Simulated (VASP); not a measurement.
# RbZnCl3 (Cmmm) in VASP: single point with r2SCAN

Aim: the single point of RbZnCl3 with r2SCAN.

Program: VASP 6.6.1. These are calculated values, not measurements. Logs are shortened: lines on timing, memory, paths and dates and some standing lists are left out, and cuts for length are marked.

**1. The cell of the first run**

It takes space group Cmmm (No. 65, orthorhombic). The conventional cell has a = 6.809 Å, b = 7.158 Å, c = 4.938 Å, α = 90.00°, β = 90.00°, γ = 90.00°. Within 4.5 Å of Rb (site symmetry mmm) lie 12 Cl at 3.40 to 3.58 Å and 8 Zn at 4.21 to 4.35 Å. Within 3.3 Å of Zn (site symmetry mmm) lie 6 Cl at 2.47 Å. Cl (site symmetry mmm) has 2 Zn at 2.47 Å and 4 Rb at 3.40 to 3.58 Å and 8 Cl at 3.49 Å within 3.6 Å. Cl (site symmetry 2/m) has 2 Zn at 2.47 Å and 8 Cl at 3.40 to 3.58 Å and 4 Rb at 3.49 Å within 3.6 Å.

**2. Single point, r2SCAN (shear xy strain -5.0%)**

Contents of POSCAR:

```
RbZnCl3
1.0
    4.9380677922     -0.1234516948      0.0000000000
   -0.1234516948      4.9380677922      0.0000000000
    0.0000000000      0.0000000000      4.9380677922
Rb Zn Cl
1 1 3
Direct
    0.0000000000      0.0000000000      0.0000000000
    0.5000000000      0.5000000000      0.5000000000
    0.5000000000      0.5000000000      0.0000000000
    0.5000000000      0.0000000000      0.5000000000
    0.0000000000      0.5000000000      0.5000000000
```

Contents of INCAR.step1:

```
PREC = Accurate
ENCUT = 520
ISMEAR = 0
SIGMA = 0.01
LREAL = F
LASPH = T
NELM = 100
NBANDS = 29
GGA = PE
ALGO = Normal
EDIFF = 1E-4
LWAVE = T
LCHARG = F
```

Contents of INCAR.step2:

```
PREC = Accurate
ENCUT = 520
EDIFF = 1E-6
ISMEAR = 0
SIGMA = 0.01
LREAL = F
LASPH = T
NELM = 100
ALGO = Normal
ISIF = 2
LWAVE = F
LCHARG = T
METAGGA = R2SCAN
LMIXTAU = T
LELF = T
LVHAR = T
NBANDS = 29
ISTART = 1
```

Contents of KPOINTS:

```
regular mesh
0
Gamma
  6 6 6
```

Potentials or basis: VASP PAW PBE potentials, release 64 (Rb_sv, Zn, Cl).

Started as:

```console
cat potpaw_PBE.64/Rb_sv/POTCAR potpaw_PBE.64/Zn/POTCAR potpaw_PBE.64/Cl/POTCAR > POTCAR
cp INCAR.step1 INCAR
mpirun -np 1 vasp_std > vasp.out
cp INCAR.step2 INCAR
mpirun -np 1 vasp_std > vasp.out
```

OUTCAR:

```text
PREC = Accurate
   ENCUT = 520
   EDIFF = 1E-6
   ISMEAR = 0
   LREAL = F
   LASPH = T
   NELM = 100
   ISIF = 2
   METAGGA = R2SCAN
   ISTART = 1

 ion  position               nearest neighbor table
   1  0.000  0.000  0.000-   3 3.40   3 3.40   5 3.49   4 3.49   5 3.49   5 3.49   5 3.49   4 3.49
                             4 3.49   4 3.49   3 3.58   3 3.58   2 4.21   2 4.21   2 4.21   2 4.21
   2  0.500  0.500  0.500-   3 2.47   3 2.47   5 2.47   4 2.47   4 2.47   5 2.47   1 4.21   1 4.21
                             1 4.21   1 4.21   1 4.35   1 4.35   1 4.35   1 4.35
   3  0.500  0.500  0.000-   2 2.47   2 2.47   1 3.40   1 3.40   1 3.58   1 3.58
   4  0.500  0.000  0.500-   2 2.47   2 2.47   1 3.49   1 3.49   1 3.49   1 3.49
   5  0.000  0.500  0.500-   2 2.47   2 2.47   1 3.49   1 3.49   1 3.49   1 3.49

  LATTYP: Found a base centered orthorhombic cell.
 ALAT       =     6.8088953826
 B/A-ratio  =     1.0512820513
 C/A-ratio  =     0.7252377243

  Lattice vectors:

 A1 = (   4.9380677922,  -0.1234516948,   0.0000000000)
 A2 = (  -0.1234516948,   4.9380677922,   0.0000000000)
 A3 = (   0.0000000000,   0.0000000000,   4.9380677922)

Analysis of symmetry for initial positions (statically):
=====================================================================
 Subroutine PRICEL returns:
 Original cell was already a primitive cell.

 Routine SETGRP: Setting up the symmetry group for a
 base centered orthorhombic supercell.

 Subroutine GETGRP returns: Found  8 space group operations
 (whereof  8 operations were pure point group operations)
 out of a pool of  8 trial point group operations.

The static configuration has the point symmetry D_2h.

Analysis of symmetry for dynamics (positions and initial velocities):
=====================================================================
 Subroutine PRICEL returns:
 Original cell was already a primitive cell.

 Routine SETGRP: Setting up the symmetry group for a
 base centered orthorhombic supercell.

 Subroutine GETGRP returns: Found  8 space group operations
 (whereof  8 operations were pure point group operations)
 out of a pool of  8 trial point group operations.

The dynamic configuration has the point symmetry D_2h.

 Subroutine INISYM returns: Found  8 space group operations
 (whereof  8 operations are pure point group operations),
 and found     1 'primitive' translations

----------------------------------------------------------------------------------------

                                     Primitive cell

  volume of cell :     120.3371

  direct lattice vectors                    reciprocal lattice vectors
     4.938067792 -0.123451695  0.000000000     0.202635005  0.005065875  0.000000000
    -0.123451695  4.938067792  0.000000000     0.005065875  0.202635005  0.000000000
     0.000000000  0.000000000  4.938067792     0.000000000  0.000000000  0.202508358

  length of vectors
     4.939610697  4.939610697  4.938067792     0.202698318  0.202698318  0.202508358

  position of ions in fractional coordinates (direct lattice)
     0.000000000  0.000000000  0.000000000
     0.500000000  0.500000000  0.500000000
     0.500000000  0.500000000  0.000000000
     0.500000000  0.000000000  0.500000000
     0.000000000  0.500000000  0.500000000

  ion indices of the primitive-cell ions
   primitive index   ion index
                 1           1
                 2           2
                 3           3
                 4           4
                 5           5

----------------------------------------------------------------------------------------

 KPOINTS: regular mesh

Automatic generation of k-mesh.
 Grid dimensions read from file:
 generate k-points for:    6    6    6

 Generating k-lattice:

  Cartesian coordinates                     Fractional coordinates (reciprocal lattice)
     0.033772501  0.000844313  0.000000000     0.166666667  0.000000000  0.000000000
     0.000844313  0.033772501  0.000000000     0.000000000  0.166666667  0.000000000
     0.000000000  0.000000000  0.033751393     0.000000000  0.000000000  0.166666667

  Length of vectors
     0.033783053  0.033783053  0.033751393

  Shift w.r.t. Gamma in fractional coordinates (k-lattice)
     0.000000000  0.000000000  0.000000000

 Subroutine IBZKPT returns following result:
 ===========================================

 Found     52 irreducible k-points:

 Following reciprocal coordinates:
            Coordinates               Weight
  0.000000  0.000000  0.000000      1.000000
  0.166667 -0.000000  0.000000      4.000000
  0.333333  0.000000  0.000000      4.000000
  0.500000 -0.000000  0.000000      2.000000
  0.166667  0.166667  0.000000      2.000000
  0.333333  0.166667  0.000000      4.000000
[... 16 lines left out ...]
  0.333333  0.333333  0.166667      4.000000
  0.500000  0.333333  0.166667      8.000000
 [... further k-points ...]
   k-points           NKPTS =     52   k-points in BZ     NKDIM =     52   number of bands    NBANDS=     29
   number of dos      NEDOS =    301   number of ions     NIONS =      5
   total plane-waves  NPLWV =  64000
   dimension x,y,z NGX =    40 NGY =   40 NGZ =   40
   dimension x,y,z NGXF=    80 NGYF=   80 NGZF=   80
   ions per type =               1   1   3
   NGX,Y,Z   is equivalent  to a cutoff of  13.46, 13.46, 13.47 a.u.
   NGXF,Y,Z  is equivalent  to a cutoff of  26.92, 26.92, 26.93 a.u.
 SYSTEM =  unknown system
   PREC   = accura    normal or accurate (medium, high low for compatibility)
   ISTART =      1    job   : 0-new  1-cont  2-samecut
   ICHARG =      0    charge: 1-file 2-atom 10-const
   ISPIN  =      1    spin polarized calculation?
   LNONCOLLINEAR =      F non collinear calculations
   LSORBIT =      F    spin-orbit coupling
   LASPH  =      T    aspherical Exc in radial PAW
   ENCUT  =  520.0 eV  38.22 Ry    6.18 a.u.   9.18  9.18  9.18*2*pi/ulx,y,z
   NELM   =    100;   NELMIN=  2; NELMDL=  0     # of ELM steps
   EDIFF  = 0.1E-05   stopping-criterion for ELM
   LREAL  =      F    real-space projection
   EDIFFG = 0.1E-04   stopping-criterion for IOM
   NSW    =      0    number of steps for IOM
   IBRION =     -1    ionic relax: 0-MD 1-quasi-New 2-CG
   NFREE  =      0    steps in history (QN), initial steepest desc. (CG)
   ISIF   =      2    stress and relaxation
   ISYM   =      2    0-nonsym 1-usesym 2-fastsym
   POTIM  = 0.5000    time-step for ionic-motion
   TEBEG  =    0.0;   TEEND  =   0.0 temperature during run
   PSTRESS=    0.0 pullay stress
   NELECT =      42.0000    total number of electrons
   NUPDOWN=      -1.0000    fix difference up-down
   EMIN   =  10.00;   EMAX   =-10.00  energy-range for DOS
   EFERMI =   0.00;   METHOD = LEGACY
   ISMEAR =     0;   SIGMA  =   0.01  broadening in eV -4-tet -1-fermi 0-gaus
   EFERMI_NEDOS =   21; number of points for ismear=-14 and -15
   IALGO  =     38    algorithm
   IMIX   =      4    mixing-type and parameters
     AMIX     =   0.40;   BMIX     =  1.00
     AMIX_MAG =   1.60;   BMIX_MAG =  1.00
  volume/ion in A,a.u.               =      24.07       162.41
  Fermi-wavevector in a.u.,A,eV,Ry     =   1.152634  2.178162 18.076223  1.328565
  Thomas-Fermi vector in A             =   2.289284
   LORBIT       =      0    0 simple, 1 ext, 2 COOP (PROOUT), +10 PAW based schemes
   METAGGA = R2SCAN    functional components
   LHFCALC =     F    Hartree Fock is set to
   AEXX    =    0.0000 exact exchange contribution
   IVDW    =     0    specifies the selected vdW correction
   LEPSILON=     F    determine dielectric tensor
   LRPA    =     F    only Hartree local field effects (RPA)
 non-spin polarized calculation
 Gauss-broadening in eV      SIGMA  =   0.01
  energy-cutoff  :      520.00
  volume of cell :      120.34
 maximum number of plane-waves:      3264
 NGX is ok and might be reduce to    40
   NGX = 19   NGY = 19   NGZ = 19

 number of electron      42.0000001 magnetization

 Free energy of the ion-electron system (eV)
  ---------------------------------------------------
  ext. energy  EPLUGINS =         0.00000000
  ---------------------------------------------------
  free energy    TOTEN  =       -49.42146134 eV

  energy without entropy =      -49.42146134  energy(sigma->0) =      -49.42146134

 E-fermi :  -0.0269     XC(G=0):  -9.3823

 val. band max:       -0.1541853693   @ k =   0.5000   0.5000   0.5000
 cond. band min:       1.9187824819   @ k =   0.0000   0.0000   0.0000
 fundamental gap:      2.0729678512
 Fermi energy:        -0.0268588496

 k-point     1 :       0.0000    0.0000    0.0000
  band No.  band energies     occupation
      1     -25.1249      2.00000
      2     -14.7454      2.00000
      3     -13.7828      2.00000
      4     -13.7666      2.00000
      5      -8.7336      2.00000
      6      -8.7198      2.00000
[... 21 lines left out ...]
     28       8.3754      0.00000
     29      11.7523      0.00000

 k-point     2 :       0.1667   -0.0000    0.0000
  band No.  band energies     occupation
      1     -25.1241      2.00000
      2     -14.6959      2.00000
      3     -13.8238      2.00000
      4     -13.7755      2.00000
      5      -8.7174      2.00000
      6      -8.7131      2.00000
[... 21 lines left out ...]
     28       8.7016      0.00000
     29      11.4994      0.00000

 k-point     3 :       0.3333    0.0000    0.0000
  band No.  band energies     occupation
      1     -25.1225      2.00000
      2     -14.5738      2.00000
      3     -13.9502      2.00000
      4     -13.7717      2.00000
      5      -8.6996      2.00000
      6      -8.6982      2.00000
[... 21 lines left out ...]
     28       9.6209      0.00000
     29      10.2869      0.00000

 k-point     4 :       0.5000   -0.0000    0.0000
  band No.  band energies     occupation
      1     -25.1217      2.00000
      2     -14.4888      2.00000
      3     -14.0373      2.00000
      4     -13.7694      2.00000
      5      -8.6928      2.00000
      6      -8.6912      2.00000
[... 21 lines left out ...]
     28       9.9647      0.00000
     29      10.6097      0.00000

 k-point     5 :       0.1667    0.1667    0.0000
  band No.  band energies     occupation
      1     -25.1233      2.00000
      2     -14.6406      2.00000
      3     -13.8555      2.00000
      4     -13.8005      2.00000
      5      -8.7063      2.00000
      6      -8.7033      2.00000
[... 21 lines left out ...]
     28       9.2116      0.00000
     29      11.5050      0.00000
[... 510 lines left out ...]
     28       9.5767      0.00000
     29      10.2312      0.00000

 k-point    22 :      -0.1667    0.1667    0.1667
  band No.  band energies     occupation
      1     -25.1227      2.00000
      2     -14.6027      2.00000
      3     -13.8541      2.00000
      4     -13.8199      2.00000
      5      -8.7294      2.00000
      6      -8.7174      2.00000
[... 21 lines left out ...]
     28       9.1077      0.00000
     29      10.8905      0.00000

 k-point    23 :       0.3333    0.3333    0.1667
  band No.  band energies     occupation
      1     -25.1198      2.00000
      2     -14.3303      2.00000
      3     -14.0176      2.00000
      4     -13.8855      2.00000
      5      -8.7222      2.00000
      6      -8.7162      2.00000
[... 21 lines left out ...]
     28       9.7308      0.00000
     29      10.6482      0.00000

 k-point    24 :       0.5000    0.3333    0.1667
  band No.  band energies     occupation
      1     -25.1192      2.00000
      2     -14.2521      2.00000
      3     -14.0469      2.00000
      4     -13.9105      2.00000
      5      -8.7355      2.00000
      6      -8.7148      2.00000
[... 21 lines left out ...]
     28       9.9623      0.00000
     29      10.2325      0.00000

 [... further k-points ...]

------------------------ aborting loop because EDIFF is reached ----------------------------------------

  FORCE on cell =-STRESS in cart. coord.  units (eV):
  Direction    XX          YY          ZZ          XY          YZ          ZX
  --------------------------------------------------------------------------------------
  -------------------------------------------------------------------------------------
  Total        0.1118329      0.1118329      0.0353987      0.9317729      0.0000000      0.0000000
  in kB        1.4889520      1.4889520      0.4713007     12.4056928      0.0000000      0.0000000
  external PRESSURE =       1.1497349 kB  Pullay stress =       0.0000000 kB

 VOLUME and BASIS-vectors are now :
 -----------------------------------------------------------------------------
  energy-cutoff  :      520.00
  volume of cell :      120.34
      direct lattice vectors                 reciprocal lattice vectors
     4.938067792 -0.123451695  0.000000000     0.202635005  0.005065875  0.000000000
    -0.123451695  4.938067792  0.000000000     0.005065875  0.202635005  0.000000000
     0.000000000  0.000000000  4.938067792     0.000000000  0.000000000  0.202508358

 POSITION                                       TOTAL-FORCE (eV/Angst)
 -----------------------------------------------------------------------------------
      0.00000      0.00000      0.00000         0.000000      0.000000      0.000000
      2.40731      2.40731      2.46903        -0.000000      0.000000      0.000000
      2.40731      2.40731      0.00000         0.000000     -0.000000      0.000000
      2.46903     -0.06173      2.46903         0.000000      0.000000      0.000000
     -0.06173      2.46903      2.46903         0.000000      0.000000      0.000000
 -----------------------------------------------------------------------------------
    total drift:                                0.000000      0.000000     -0.000000

  FREE ENERGIE OF THE ION-ELECTRON SYSTEM (eV)
  ---------------------------------------------------
  free  energy   TOTEN  =       -49.4214613431 eV

  energy  without entropy=      -49.4214613431  energy(sigma->0) =      -49.42146134
```

Wall time 7.9 min (1 thread of AMD EPYC 7R13 (Zen 3), shared host); peak memory 0.34 GiB.

What came out:

```
Free energy            : -49.4215 eV
Pressure               : 0.1 GPa
Band gap on the k mesh : 2.07 eV (least direct gap 2.47 eV)
```

Stress tensor (GPa, compression positive):
```
0.15 1.24 0.00
1.24 0.15 0.00
0.00 0.00 0.05
```

Levels at points of the mesh, in eV from the valence-band top:
```
           k point  band 18  band 19  band 20  band 21  band 22  band 23  band 24  band 25
(0.00, 0.00, 0.00)    -0.85    -0.63    -0.55    -0.40     2.07     6.54     7.32     7.35
(0.50, 0.00, 0.00)    -1.10    -1.10    -0.79    -0.78     4.93     8.28     8.83     8.94
(0.50, 0.50, 0.00)    -1.28    -1.18    -0.28    -0.02     6.92     7.96     8.24     9.74
(0.00, 0.00, 0.50)    -1.11    -1.10    -0.99    -0.56     4.93     8.28     8.80     8.97
(0.50, 0.00, 0.50)    -1.25    -1.23    -0.20    -0.14     6.92     8.08     8.10     9.73
(0.50, 0.50, 0.50)    -0.19    -0.13    -0.10     0.00     6.74     6.95     7.14     7.93
```

Caveat: the cell differs from its parent crystal (shear xy strain -5.0%); the PAW data sets were made with another functional, which shifts forces and pressure a little.
